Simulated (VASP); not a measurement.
# Ru (P6_3/mmc) in VASP: notebook

The runs below take Ru through single point, with PBEsol.

All numbers are computed with VASP 6.6.1; they aren't measurements. Logs are shortened: lines on timing, memory, paths and dates and some standing lists are left out, and cuts for length are marked.

## 1. The cell of the first run

Symmetry: P6_3/mmc, No. 194, hexagonal system. Conventional cell: a = 2.577 Å, b = 2.577 Å, c = 4.763 Å, α = 90.00°, β = 90.00°, γ = 120.00°. Within 3.4 Å of Ru (site symmetry -6m2) lie 12 Ru at 2.58 to 2.81 Å.

## 2. Single point, PBEsol

Contents of INCAR:

```
SYSTEM = Ru
  ALGO = Normal
  EDIFF = 1E-7
  ENCUT = 520
  GGA = PS
  ISIF = 2
  ISMEAR = 0
  LASPH = .TRUE.
  LCHARG = .FALSE.
  LREAL = .FALSE.
  LWAVE = .FALSE.
  NBANDS = 21
  NELM = 60
  PREC = Accurate
  SIGMA = 0.15
```

Contents of KPOINTS:

```
k-points
0
G
  18 18 10
  0 0 0
```

Contents of POSCAR:

```
Ru
1.0
    2.5767000000      0.0000000000      0.0000000000
   -1.2883500000      2.2314876579      0.0000000000
    0.0000000000      0.0000000000      4.7627000000
Ru
2
Direct
    0.3333333333      0.6666666667      0.2500000000
    0.6666666667      0.3333333333      0.7500000000
```

Potentials or basis: VASP PAW PBE potentials, release 64 (Ru_pv).

Command:

```console
> cat potpaw_PBE.64/Ru_pv/POTCAR > POTCAR
> mpirun -np 1 vasp_std > vasp.out
```

OUTCAR:

```text
SYSTEM = Ru
   EDIFF = 1E-7
   ENCUT = 520
   GGA = PS
   ISIF = 2
   ISMEAR = 0
   LASPH = .TRUE.
   LREAL = .FALSE.
   NELM = 60
   PREC = Accurate

 ion  position               nearest neighbor table
   1  0.333  0.667  0.250-   2 2.81   2 2.81   2 2.81   2 2.81   2 2.81   2 2.81
   2  0.667  0.333  0.750-   1 2.81   1 2.81   1 2.81   1 2.81   1 2.81   1 2.81

  LATTYP: Found a hexagonal cell.
 ALAT       =     2.5767000000
 C/A-ratio  =     1.8483719486

  Lattice vectors:

 A1 = (   2.5767000000,   0.0000000000,   0.0000000000)
 A2 = (  -1.2883500000,   2.2314876579,   0.0000000000)
 A3 = (   0.0000000000,   0.0000000000,   4.7627000000)

Analysis of symmetry for initial positions (statically):
=====================================================================
 Subroutine PRICEL returns:
 Original cell was already a primitive cell.

 Routine SETGRP: Setting up the symmetry group for a
 hexagonal supercell.

 Subroutine GETGRP returns: Found 24 space group operations
 (whereof 12 operations were pure point group operations)
 out of a pool of 24 trial point group operations.

The static configuration has the point symmetry D_3d.
 The point group associated with its full space group is D_6h.

Analysis of symmetry for dynamics (positions and initial velocities):
=====================================================================
 Subroutine PRICEL returns:
 Original cell was already a primitive cell.

 Routine SETGRP: Setting up the symmetry group for a
 hexagonal supercell.

 Subroutine GETGRP returns: Found 24 space group operations
 (whereof 12 operations were pure point group operations)
 out of a pool of 24 trial point group operations.

The dynamic configuration has the point symmetry D_3d.
 The point group associated with its full space group is D_6h.

 Subroutine INISYM returns: Found 24 space group operations
 (whereof 12 operations are pure point group operations),
 and found     1 'primitive' translations

----------------------------------------------------------------------------------------

                                     Primitive cell

  volume of cell :      27.3849

  direct lattice vectors                    reciprocal lattice vectors
     2.576700000  0.000000000  0.000000000     0.388093298  0.224065770  0.000000000
    -1.288350000  2.231487658  0.000000000     0.000000000  0.448131540  0.000000000
     0.000000000  0.000000000  4.762700000     0.000000000  0.000000000  0.209964936

  length of vectors
     2.576700000  2.576700000  4.762700000     0.448131540  0.448131540  0.209964936

  position of ions in fractional coordinates (direct lattice)
     0.333333333  0.666666667  0.250000000
     0.666666667  0.333333333  0.750000000

  ion indices of the primitive-cell ions
   primitive index   ion index
                 1           1
                 2           2

----------------------------------------------------------------------------------------

 KPOINTS: k-points

Automatic generation of k-mesh.
 Grid dimensions read from file:
 generate k-points for:   18   18   10

 Generating k-lattice:

  Cartesian coordinates                     Fractional coordinates (reciprocal lattice)
     0.021560739  0.012448098  0.000000000     0.055555556 -0.000000000  0.000000000
     0.000000000  0.024896197  0.000000000     0.000000000  0.055555556  0.000000000
     0.000000000  0.000000000  0.020996494     0.000000000  0.000000000  0.100000000

  Length of vectors
     0.024896197  0.024896197  0.020996494

  Shift w.r.t. Gamma in fractional coordinates (k-lattice)
     0.000000000  0.000000000  0.000000000

 Subroutine IBZKPT returns following result:
 ===========================================

 Found    222 irreducible k-points:

 Following reciprocal coordinates:
            Coordinates               Weight
  0.000000  0.000000  0.000000      1.000000
  0.055556 -0.000000  0.000000      6.000000
  0.111111 -0.000000  0.000000      6.000000
  0.166667 -0.000000  0.000000      6.000000
  0.222222 -0.000000  0.000000      6.000000
  0.277778 -0.000000  0.000000      6.000000
[... 16 lines left out ...]
  0.333333  0.111111  0.000000     12.000000
  0.388889  0.111111  0.000000     12.000000
 [... further k-points ...]
   k-points           NKPTS =    222   k-points in BZ     NKDIM =    222   number of bands    NBANDS=     21
   number of dos      NEDOS =    301   number of ions     NIONS =      2
   total plane-waves  NPLWV =  14400
   dimension x,y,z NGX =    20 NGY =   20 NGZ =   36
   dimension x,y,z NGXF=    40 NGYF=   40 NGZF=   72
   ions per type =               2
   NGX,Y,Z   is equivalent  to a cutoff of  12.90, 12.90, 12.57 a.u.
   NGXF,Y,Z  is equivalent  to a cutoff of  25.81, 25.81, 25.13 a.u.
 SYSTEM =  Ru
   PREC   = accura    normal or accurate (medium, high low for compatibility)
   ISTART =      0    job   : 0-new  1-cont  2-samecut
   ICHARG =      2    charge: 1-file 2-atom 10-const
   ISPIN  =      1    spin polarized calculation?
   LNONCOLLINEAR =      F non collinear calculations
   LSORBIT =      F    spin-orbit coupling
   LASPH  =      T    aspherical Exc in radial PAW
   ENCUT  =  520.0 eV  38.22 Ry    6.18 a.u.   4.79  4.79  8.86*2*pi/ulx,y,z
   NELM   =     60;   NELMIN=  2; NELMDL= -5     # of ELM steps
   EDIFF  = 0.1E-06   stopping-criterion for ELM
   LREAL  =      F    real-space projection
   EDIFFG = 0.1E-05   stopping-criterion for IOM
   NSW    =      0    number of steps for IOM
   IBRION =     -1    ionic relax: 0-MD 1-quasi-New 2-CG
   NFREE  =      0    steps in history (QN), initial steepest desc. (CG)
   ISIF   =      2    stress and relaxation
   ISYM   =      2    0-nonsym 1-usesym 2-fastsym
   POTIM  = 0.5000    time-step for ionic-motion
   TEBEG  =    0.0;   TEEND  =   0.0 temperature during run
   PSTRESS=    0.0 pullay stress
   NELECT =      28.0000    total number of electrons
   NUPDOWN=      -1.0000    fix difference up-down
   EMIN   =  10.00;   EMAX   =-10.00  energy-range for DOS
   EFERMI =   0.00;   METHOD = LEGACY
   ISMEAR =     0;   SIGMA  =   0.15  broadening in eV -4-tet -1-fermi 0-gaus
   EFERMI_NEDOS =   21; number of points for ismear=-14 and -15
   IALGO  =     38    algorithm
   IMIX   =      4    mixing-type and parameters
     AMIX     =   0.40;   BMIX     =  1.00
     AMIX_MAG =   1.60;   BMIX_MAG =  1.00
  volume/ion in A,a.u.               =      13.69        92.40
  Fermi-wavevector in a.u.,A,eV,Ry     =   1.649265  3.116658 37.008846  2.720073
  Thomas-Fermi vector in A             =   2.738414
   LORBIT       =      0    0 simple, 1 ext, 2 COOP (PROOUT), +10 PAW based schemes
   GGA     = PS    functional components
   LHFCALC =     F    Hartree Fock is set to
   AEXX    =    0.0000 exact exchange contribution
   IVDW    =     0    specifies the selected vdW correction
   LEPSILON=     F    determine dielectric tensor
   LRPA    =     F    only Hartree local field effects (RPA)
 non-spin polarized calculation
 Gauss-broadening in eV      SIGMA  =   0.15
  energy-cutoff  :      520.00
  volume of cell :       27.38
 maximum number of plane-waves:       752
 NGX is ok and might be reduce to    20
   NGX =  9   NGY =  9   NGZ = 17

 number of electron      28.0000003 magnetization

 Free energy of the ion-electron system (eV)
  ---------------------------------------------------
  ext. energy  EPLUGINS =         0.00000000
  ---------------------------------------------------
  free energy    TOTEN  =       -19.69210001 eV

  energy without entropy =      -19.66922976  energy(sigma->0) =      -19.68066488

 E-fermi :  12.5822     XC(G=0): -14.2087

 val. band max:       12.5807966909   @ k =   0.2222   0.0556   0.2000
 cond. band min:      12.5825447628   @ k =   0.1111  -0.0000   0.3000
 fundamental gap:      0.0017480718
 Fermi energy:        12.5822066303

 k-point     1 :       0.0000    0.0000    0.0000
  band No.  band energies     occupation
      1     -30.7893      2.00000
      2     -30.0441      2.00000
      3     -29.8570      2.00000
      4     -29.8570      2.00000
      5     -29.7901      2.00000
      6     -29.7901      2.00000
[... 13 lines left out ...]
     20      22.9345      0.00000
     21      22.9378      0.00000

 k-point     2 :       0.0556   -0.0000    0.0000
  band No.  band energies     occupation
      1     -30.7790      2.00000
      2     -30.0440      2.00000
      3     -29.8939      2.00000
      4     -29.8667      2.00000
      5     -29.8275      2.00000
      6     -29.7974      2.00000
[... 13 lines left out ...]
     20      22.9345      0.00000
     21      22.9377      0.00000

 k-point     3 :       0.1111   -0.0000    0.0000
  band No.  band energies     occupation
      1     -30.7491      2.00000
      2     -30.0440      2.00000
      3     -29.9998      2.00000
      4     -29.9340      2.00000
      5     -29.8943      2.00000
      6     -29.8184      2.00000
[... 13 lines left out ...]
     20      22.9345      0.00000
     21      22.9376      0.00000

 k-point     4 :       0.1667   -0.0000    0.0000
  band No.  band energies     occupation
      1     -30.7018      2.00000
      2     -30.1609      2.00000
      3     -30.0943      2.00000
      4     -30.0454      2.00000
      5     -29.9360      2.00000
      6     -29.8511      2.00000
[... 13 lines left out ...]
     20      22.9344      0.00000
     21      22.9373      0.00000

 k-point     5 :       0.2222   -0.0000    0.0000
  band No.  band energies     occupation
      1     -30.6410      2.00000
      2     -30.3565      2.00000
      3     -30.2865      2.00000
      4     -30.0497      2.00000
      5     -29.9861      2.00000
      6     -29.8915      2.00000
[... 13 lines left out ...]
     20      22.9342      0.00000
     21      22.9369      0.00000
[... 382 lines left out ...]
     20      22.9338      0.00000
     21      22.9361      0.00000

 k-point    22 :       0.2778    0.1111    0.0000
  band No.  band energies     occupation
      1     -30.7405      2.00000
      2     -30.6734      2.00000
      3     -30.4792      2.00000
      4     -30.1505      2.00000
      5     -30.0787      2.00000
      6     -30.0512      2.00000
[... 13 lines left out ...]
     20      22.9327      0.00000
     21      22.9346      0.00000

 k-point    23 :       0.3333    0.1111    0.0000
  band No.  band energies     occupation
      1     -30.8771      2.00000
      2     -30.7953      2.00000
      3     -30.4136      2.00000
      4     -30.2026      2.00000
      5     -30.1004      2.00000
      6     -30.0929      2.00000
[... 13 lines left out ...]
     20      22.9215      0.00000
     21      22.9333      0.00000

 k-point    24 :       0.3889    0.1111    0.0000
  band No.  band energies     occupation
      1     -30.9654      2.00000
      2     -30.8742      2.00000
      3     -30.3624      2.00000
      4     -30.2363      2.00000
      5     -30.1228      2.00000
      6     -30.1200      2.00000
[... 13 lines left out ...]
     20      22.9322      0.00000
     21      23.1331      0.00000

 [... further k-points ...]
[... 5 lines left out ...]
  --------------------------------------------------------------------------------------
  -------------------------------------------------------------------------------------
  Total        3.6748266      3.6748266     -7.8611352     -0.0000000      0.0000000      0.0000000
  in kB      214.9987162    214.9987162   -459.9220963     -0.0000000      0.0000000      0.0000000
  external PRESSURE =      -9.9748880 kB  Pullay stress =       0.0000000 kB

 VOLUME and BASIS-vectors are now :
 -----------------------------------------------------------------------------
  energy-cutoff  :      520.00
  volume of cell :       27.38
      direct lattice vectors                 reciprocal lattice vectors
     2.576700000  0.000000000  0.000000000     0.388093298  0.224065770  0.000000000
    -1.288350000  2.231487658  0.000000000     0.000000000  0.448131540  0.000000000
     0.000000000  0.000000000  4.762700000     0.000000000  0.000000000  0.209964936

 POSITION                                       TOTAL-FORCE (eV/Angst)
 -----------------------------------------------------------------------------------
     -0.00000      1.48766      1.19067         0.000000      0.000000      0.000000
      1.28835      0.74383      3.57203        -0.000000     -0.000000      0.000000
 -----------------------------------------------------------------------------------
    total drift:                               -0.000000      0.000000     -0.000000

  FREE ENERGIE OF THE ION-ELECTRON SYSTEM (eV)
  ---------------------------------------------------
  free  energy   TOTEN  =       -19.6921000125 eV

  energy  without entropy=      -19.6692297563  energy(sigma->0) =      -19.68066488
```

Run time: 44 s. Hardware: 1 thread of Intel Xeon 6975P-C (Granite Rapids), shared host; peak memory 0.21 GiB.

Results:

| Property | Result |
| --- | --- |
| Free energy | -19.6921 eV |
| Pressure | -1.0 GPa |
| Band gap on the k mesh | zero (band 14 reaches 13.90 eV, above the bottom of band 15 at 11.50 eV) |

Stress tensor (GPa, compression positive):
```
 21.50   0.00   0.00
  0.00  21.50   0.00
  0.00   0.00 -45.99
```

Caveat: the PAW data sets were made with another functional, which shifts forces and pressure a little.

[end of part 1 of 2]
